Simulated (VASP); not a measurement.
Here is a VASP 6.6.1 calculation.

File INCAR:

```
SYSTEM = CdS
ALGO = Normal ; EDIFF = 1E-6
ENCUT = 500 ; GGA = PE
GGA_COMPAT = .FALSE. ; ISIF = 2
ISMEAR = 0 ; LASPH = .TRUE.
LCHARG = .FALSE. ; LREAL = .FALSE.
LWAVE = .FALSE. ; NBANDS = 26
NELM = 120 ; PREC = Accurate
SIGMA = 0.02
```

The input KPOINTS:

```
k-points
0
G
  6 6 4
  0 0 0
```

Contents of POSCAR:

```
CdS
1.0
    4.2094080512      0.0000000000      0.0000000000
   -2.1047040256      3.6454543072      0.0000000000
    0.0000000000      0.0000000000      6.7614101763
Cd S
2 2
Direct
    0.3333333333      0.6666666667     -0.0011950272
    0.6666666667      0.3333333333      0.4988049728
    0.3333333333      0.6666666667      0.3781950272
    0.6666666667      0.3333333333      0.8781950272
```

Potentials or basis: VASP PAW PBE potentials, release 64 (Cd, S).

The run is started by

```console
$ cat potpaw_PBE.64/Cd/POTCAR potpaw_PBE.64/S/POTCAR > POTCAR
$ mpirun -np 1 vasp_std > vasp.out
```

(1) Estimate the pressure.

(2) Predict the band gap on the k mesh.

Answers

(1) 0.5 GPa.

(2) 1.14 eV.

Caveat: the cell differs from its parent crystal (strained cell).
